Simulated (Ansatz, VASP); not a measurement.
# Two plane-wave programs on NaCa2

```
Na Ca
1.0
     0.00000    5.14407    5.14407
     5.14407    0.00000    5.14407
     5.14407    5.14407    0.00000
Na Ca
2 4
Direct
  0.00000 0.00000 0.00000
  0.25000 0.25000 0.25000
  0.62500 0.62500 0.62500
  0.12500 0.62500 0.62500
  0.62500 0.62500 0.12500
  0.62500 0.12500 0.62500
```

Alike in both runs: functional PBE; k mesh 4 × 4 × 4; occupations gaussian, width 0.1 eV; no spin polarisation.

Ansatz relaxed the structure, and its values are those at the end. VASP's run is a single point on that final structure, the one shown.

|  | VASP | Ansatz |
| --- | --- | --- |
| version | VASP 6.6.1 | Ansatz 0.2.0 |
| potentials or method | VASP PAW PBE potentials, release 64 (Na_pv, Ca_sv), cutoff 520 eV | scalar-relativistic, plane waves, PAW |
| valence electrons in the cell | 54 | 58 |

```tsv
	VASP	Ansatz	Ansatz less VASP
gap on the k mesh at the Fermi level (eV)	none	none	-
pressure (GPa)	0.4	0.4	0.00
```

A gap of «none» marks a metal or a gap that the smearing closes. VASP's potentials hold 54 valence electrons a cell and Ansatz's 58, so a difference there can come from the potentials and not from the codes.
